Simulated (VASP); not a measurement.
Tl, 1 atom in the cell. The structure is orthorhombic, space group Cmmm (No. 65). Conventional cell: a = 4.318 Å, b = 4.533 Å, c = 2.810 Å, α = 90.00°, β = 90.00°, γ = 90.00°. Within 3.7 Å of Tl (site symmetry mmm) lie 6 Tl at 2.81 to 3.13 Å. 

```yaml
Program: VASP 6.6.1
Task: single point
Functional: PBE
Potentials_or_basis: VASP PAW PBE potentials, release 64 (Tl_d)
Cutoff: 520 eV
k_mesh: 6 × 6 × 6
Occupations: gaussian, width 0.1 eV
Spin: no spin polarisation
Dipole_correction: no
Further_INCAR_settings: ALGO = Normal; EDIFF = 1e-07; NBANDS = 12
```

Potentials or basis: VASP PAW PBE potentials, release 64 (Tl_d).

The run is started by

```sh
$ cat potpaw_PBE.64/Tl_d/POTCAR > POTCAR
$ mpirun -np 1 vasp_std > vasp.out
```

Hardware: 1 thread of Intel(R) Xeon(R) 6975P-C (Granite Rapids), with other jobs on the host.

Question: Estimate the wall time of this run.

Answer: It took 4.4 s on 1 thread of Intel(R) Xeon(R) 6975P-C (Granite Rapids), with other jobs on the host, peak memory 0.14 GiB. Counts: scf iterations 11, k points 52.
